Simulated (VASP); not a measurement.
# Mg2AlCoC6N6 (Fm-3m) in VASP: a series of runs

The runs below take Mg2AlCoC6N6 through single point, relaxation of cell and atoms, with PBE.

Program: VASP 6.6.1. These are calculated values, not measurements. Logs are shortened: lines on timing, memory, paths and dates and some standing lists are left out, and cuts for length are marked.

## (1) The cell of the first run

It takes space group Fm-3m (No. 225, cubic). The conventional cell has a = 10.105 Å, b = 10.105 Å, c = 10.105 Å, α = 90.00°, β = 90.00°, γ = 90.00°. Within 4.7 Å of Mg (site symmetry -43m) lie 12 N at 3.61 Å and 12 C at 3.63 Å and 4 Al at 4.38 Å and 4 Co at 4.38 Å. Within 2.6 Å of Al (site symmetry m-3m) lie 6 N at 1.99 Å. Within 2.5 Å of Co (site symmetry m-3m) lie 6 C at 1.90 Å. Within 1.6 Å of C (site symmetry 4mm) lie 1 N at 1.17 Å. Within 1.6 Å of N (site symmetry 4mm) lie 1 C at 1.17 Å.

## (2) Single point, PBE

INCAR reads:

```
SYSTEM = Mg2AlCoC6N6
PREC = Accurate
ENCUT = 520
EDIFF = 1E-7
ISMEAR = 0
SIGMA = 0.01
LREAL = Auto
LASPH = .TRUE.
NELM = 60
ALGO = Normal
ISIF = 2
LWAVE = .FALSE.
LCHARG = .FALSE.
GGA = PE
NBANDS = 49
```

KPOINTS reads:

```
Automatic mesh
0
G
  6 6 6
  0 0 0
```

POSCAR reads:

```
Mg2AlCoC6N6
1.0
    0.0000000000      5.0523941188      5.0523941188
    5.0523941188      0.0000000000      5.0523941188
    5.0523941188      5.0523941188      0.0000000000
Mg Al Co C N
2 1 1 6 6
Direct
    0.2500000000      0.2500000000      0.2500000000
    0.7500000000      0.7500000000      0.7500000000
    0.5000000000      0.5000000000      0.5000000000
    0.0000000000      0.0000000000      0.0000000000
    0.8124576560      0.1875423440      0.1875423440
    0.1875423440      0.8124576560      0.1875423440
    0.1875423440      0.1875423440      0.8124576560
    0.1875423440      0.8124576560      0.8124576560
    0.8124576560      0.1875423440      0.8124576560
    0.8124576560      0.8124576560      0.1875423440
    0.6968993939      0.3031006061      0.3031006061
    0.3031006061      0.6968993939      0.3031006061
    0.3031006061      0.3031006061      0.6968993939
    0.3031006061      0.6968993939      0.6968993939
    0.6968993939      0.3031006061      0.6968993939
    0.6968993939      0.6968993939      0.3031006061
```

Potentials or basis: VASP PAW PBE potentials, release 64 (Mg, Al, Co, C, N).

Command:

```bash
cat potpaw_PBE.64/Mg/POTCAR potpaw_PBE.64/Al/POTCAR potpaw_PBE.64/Co/POTCAR potpaw_PBE.64/C/POTCAR potpaw_PBE.64/N/POTCAR > POTCAR
mpirun -np 1 vasp_std > vasp.out
```

OUTCAR:

```text
SYSTEM = Mg2AlCoC6N6
   PREC = Accurate
   ENCUT = 520
   EDIFF = 1E-7
   ISMEAR = 0
   LREAL = Auto
   LASPH = .TRUE.
   NELM = 60
   ISIF = 2
   GGA = PE

 ion  position               nearest neighbor table
   1  0.250  0.250  0.250-
   2  0.750  0.750  0.750-
   3  0.500  0.500  0.500-  11 1.99  12 1.99  13 1.99  14 1.99  15 1.99  16 1.99
   4  0.000  0.000  0.000-   5 1.90   6 1.90   7 1.90   8 1.90   9 1.90  10 1.90
   5  0.812  0.188  0.188-  11 1.17   4 1.90
   6  0.188  0.812  0.188-  12 1.17   4 1.90
   7  0.188  0.188  0.812-  13 1.17   4 1.90
   8  0.188  0.812  0.812-  14 1.17   4 1.90
   9  0.812  0.188  0.812-  15 1.17   4 1.90
  10  0.812  0.812  0.188-  16 1.17   4 1.90
  11  0.697  0.303  0.303-   5 1.17   3 1.99
  12  0.303  0.697  0.303-   6 1.17   3 1.99
  13  0.303  0.303  0.697-   7 1.17   3 1.99
  14  0.303  0.697  0.697-   8 1.17   3 1.99
  15  0.697  0.303  0.697-   9 1.17   3 1.99
  16  0.697  0.697  0.303-  10 1.17   3 1.99

  LATTYP: Found a face centered cubic cell.
 ALAT       =    10.1047882376

  Lattice vectors:

 A1 = (   0.0000000000,   5.0523941188,   5.0523941188)
 A2 = (   5.0523941188,   0.0000000000,   5.0523941188)
 A3 = (   5.0523941188,   5.0523941188,   0.0000000000)

Analysis of symmetry for initial positions (statically):
=====================================================================
 Subroutine PRICEL returns:
 Original cell was already a primitive cell.

 Routine SETGRP: Setting up the symmetry group for a
 face centered cubic supercell.

 Subroutine GETGRP returns: Found 48 space group operations
 (whereof 48 operations were pure point group operations)
 out of a pool of 48 trial point group operations.

The static configuration has the point symmetry O_h .

Analysis of symmetry for dynamics (positions and initial velocities):
=====================================================================
 Subroutine PRICEL returns:
 Original cell was already a primitive cell.

 Routine SETGRP: Setting up the symmetry group for a
 face centered cubic supercell.

 Subroutine GETGRP returns: Found 48 space group operations
 (whereof 48 operations were pure point group operations)
 out of a pool of 48 trial point group operations.

The dynamic configuration has the point symmetry O_h .
[... 119 lines left out ...]
   LREAL  =      T    real-space projection
   EDIFFG = 0.1E-05   stopping-criterion for IOM
   NSW    =      0    number of steps for IOM
   IBRION =     -1    ionic relax: 0-MD 1-quasi-New 2-CG
   NFREE  =      0    steps in history (QN), initial steepest desc. (CG)
   ISIF   =      2    stress and relaxation
   ISYM   =      2    0-nonsym 1-usesym 2-fastsym
   POTIM  = 0.5000    time-step for ionic-motion
   TEBEG  =    0.0;   TEEND  =   0.0 temperature during run
   PSTRESS=    0.0 pullay stress
   NELECT =      70.0000    total number of electrons
   NUPDOWN=      -1.0000    fix difference up-down
   EMIN   =  10.00;   EMAX   =-10.00  energy-range for DOS
   EFERMI =   0.00;   METHOD = LEGACY
   ISMEAR =     0;   SIGMA  =   0.01  broadening in eV -4-tet -1-fermi 0-gaus
   EFERMI_NEDOS =   21; number of points for ismear=-14 and -15
   IALGO  =     38    algorithm
   IMIX   =      4    mixing-type and parameters
     AMIX     =   0.40;   BMIX     =  1.00
     AMIX_MAG =   1.60;   BMIX_MAG =  1.00
  volume/ion in A,a.u.               =      16.12       108.79
  Fermi-wavevector in a.u.,A,eV,Ry     =   1.059905  2.002930 15.284767  1.123399
  Thomas-Fermi vector in A             =   2.195267
   LORBIT       =      0    0 simple, 1 ext, 2 COOP (PROOUT), +10 PAW based schemes
   GGA     = PE    functional components
   LHFCALC =     F    Hartree Fock is set to
   AEXX    =    0.0000 exact exchange contribution
   IVDW    =     0    specifies the selected vdW correction
   LEPSILON=     F    determine dielectric tensor
   LRPA    =     F    only Hartree local field effects (RPA)
 non-spin polarized calculation
 Gauss-broadening in eV      SIGMA  =   0.01
  energy-cutoff  :      520.00
  volume of cell :      257.94
 maximum number of plane-waves:      6967
 NGX is ok and might be reduce to    54
   NGX = 27   NGY = 27   NGZ = 27

 number of electron      70.0000006 magnetization

 Free energy of the ion-electron system (eV)
  ---------------------------------------------------
  ext. energy  EPLUGINS =         0.00000000
  ---------------------------------------------------
  free energy    TOTEN  =      -114.90680411 eV

  energy without entropy =     -114.90678938  energy(sigma->0) =     -114.90679675

 E-fermi :   2.5930     XC(G=0):  -8.4230

 val. band max:        2.5765784274   @ k =   0.5000   0.5000   0.0000
 cond. band min:       2.6141686781   @ k =   0.5000   0.3333   0.0000
 fundamental gap:      0.0375902508
 Fermi energy:         2.5929503557

 k-point     1 :       0.0000    0.0000    0.0000
  band No.  band energies     occupation
      1     -17.6835      2.00000
      2     -17.3381      2.00000
      3     -17.3381      2.00000
      4     -17.3381      2.00000
      5     -17.2051      2.00000
      6     -17.2051      2.00000
[... 789 lines left out ...]
     46       5.1205      0.00000
     47       5.1722      0.00000
 [bands above 47 left out]

------------------------ aborting loop because EDIFF is reached ----------------------------------------

  FORCE on cell =-STRESS in cart. coord.  units (eV):
  Direction    XX          YY          ZZ          XY          YZ          ZX
  --------------------------------------------------------------------------------------
  -------------------------------------------------------------------------------------
  Total        0.6472150      0.6472150      0.6472150     -0.0000000     -0.0000000      0.0000000
  in kB        4.0201059      4.0201059      4.0201059     -0.0000000     -0.0000000      0.0000000
  external PRESSURE =       4.0201059 kB  Pullay stress =       0.0000000 kB

 VOLUME and BASIS-vectors are now :
 -----------------------------------------------------------------------------
  energy-cutoff  :      520.00
  volume of cell :      257.94
      direct lattice vectors                 reciprocal lattice vectors
     0.000000000  5.052394119  5.052394119    -0.098962984  0.098962984  0.098962984
     5.052394119  0.000000000  5.052394119     0.098962984 -0.098962984  0.098962984
     5.052394119  5.052394119  0.000000000     0.098962984  0.098962984 -0.098962984

 POSITION                                       TOTAL-FORCE (eV/Angst)
 -----------------------------------------------------------------------------------
      2.52620      2.52620      2.52620        -0.000000      0.000000     -0.000000
      7.57859      7.57859      7.57859        -0.000000      0.000000     -0.000000
      5.05239      5.05239      5.05239        -0.000000      0.000000     -0.000000
      0.00000      0.00000      0.00000        -0.000000     -0.000000     -0.000000
      1.89508      5.05239      5.05239        -0.417919      0.000000     -0.000000
      5.05239      1.89508      5.05239        -0.000000     -0.417919     -0.000000
[... 8 lines left out ...]
      5.05239      7.04202      5.05239        -0.000000     -0.408572     -0.000000
      5.05239      5.05239      7.04202        -0.000000      0.000000     -0.408572
 -----------------------------------------------------------------------------------
    total drift:                               -0.000000     -0.000000     -0.000000

  FREE ENERGIE OF THE ION-ELECTRON SYSTEM (eV)
  ---------------------------------------------------
  free  energy   TOTEN  =      -114.9068041119 eV

  energy  without entropy=     -114.9067893824  energy(sigma->0) =     -114.90679675
```

stdout:

```text
POSCAR found type information on POSCAR MgAlCoC N
 POSCAR found :  5 types and      16 ions
 scaLAPACK will be used
 LDA part: xc-table for (Slater+PW92), standard interpolation
 POSCAR, INCAR and KPOINTS ok, starting setup
 FFT: planning ... GRIDC
 FFT: planning ... GRID_SOFT
 FFT: planning ... GRID
 WAVECAR not read
 entering main loop
```

It took 12 min on 1 thread of Intel Xeon Platinum 8488C (Sapphire Rapids), shared host; peak memory 0.47 GiB.

What came out:

```
Free energy            : -114.9068 eV
Pressure               : 0.4 GPa
Largest force          : 0.418 eV/Å
Band gap on the k mesh : 0.04 eV
```

Forces in eV/Å, atoms in the order of the input:
```
Mg   0.000  0.000  0.000
Mg   0.000  0.000  0.000
Al   0.000  0.000  0.000
Co   0.000  0.000  0.000
C   -0.418  0.000  0.000
C    0.000 -0.418  0.000
C    0.000  0.000 -0.418
C    0.418  0.000  0.000
C    0.000  0.418  0.000
C    0.000  0.000  0.418
N    0.409  0.000  0.000
N    0.000  0.409  0.000
N    0.000  0.000  0.409
N   -0.409  0.000  0.000
N    0.000 -0.409  0.000
N    0.000  0.000 -0.409
```

Levels at points of the mesh, in eV from the valence-band top:
```
           k point  band 31  band 32  band 33  band 34  band 35  band 36  band 37  band 38  band 39  band 40
(0.00, 0.00, 0.00)    -4.39    -4.39    -4.39    -1.18    -0.26     0.19     0.19     0.95     0.95     0.95
(0.50, 0.00, 0.00)    -4.14    -4.09    -4.09    -0.28    -0.26     0.13     0.13     1.50     1.54     1.75
(0.50, 0.50, 0.00)    -4.40    -3.89    -3.89    -0.19     0.00     0.04     0.25     1.18     2.06     2.20
```

A k mesh can miss the band edges. Spin polarisation is off, so any magnetic state and its effect on volume and gap are missing.

(Part 1 of 2 ends here.)

The gap in the log of VASP goes by the Fermi energy; the results here count the filled bands.